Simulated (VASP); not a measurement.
A run of VASP 6.6.1 is set up as follows.

File INCAR:

```
ALGO = Fast
EDIFF = 1E-6
ENCUT = 520
GGA = PS
ISIF = 2
ISMEAR = 0
LASPH = True
LCHARG = True
LELF = True
LREAL = False
LVHAR = True
LWAVE = False
NBANDS = 12
NELM = 100
PREC = Accurate
SIGMA = 0.15
```

File KPOINTS:

```
k-points
0
Gamma
  20 20 20
```

Contents of POSCAR:

```
Ti
1.0
   -1.5917700000      1.5917700000      1.6163850000
    1.5917700000     -1.5917700000      1.6163850000
    1.5917700000      1.5917700000     -1.6163850000
Ti
1
Direct
    0.0000000000      0.0000000000      0.0000000000
```

Potentials or basis: VASP PAW PBE potentials, release 64 (Ti_sv).

Run with:

```sh
$ cat potpaw_PBE.64/Ti_sv/POTCAR > POTCAR
$ mpirun -np 1 vasp_std > vasp.out
```

Question: What does it give for the band gap on the k mesh?

Answer: Zero (band 6 reaches 9.58 eV, above the bottom of band 7 at 7.88 eV).

Question: Estimate the pressure.

Answer: 0.8 GPa.

Stress tensor (GPa, compression positive):
```
0.72 0.00 0.00
0.00 0.72 0.00
0.00 0.00 1.04
```

Caveat: the cell differs from its parent crystal (strain -0.030 along x and y, -0.015 along z); the PAW data sets were made with another functional, which shifts forces and pressure a little.
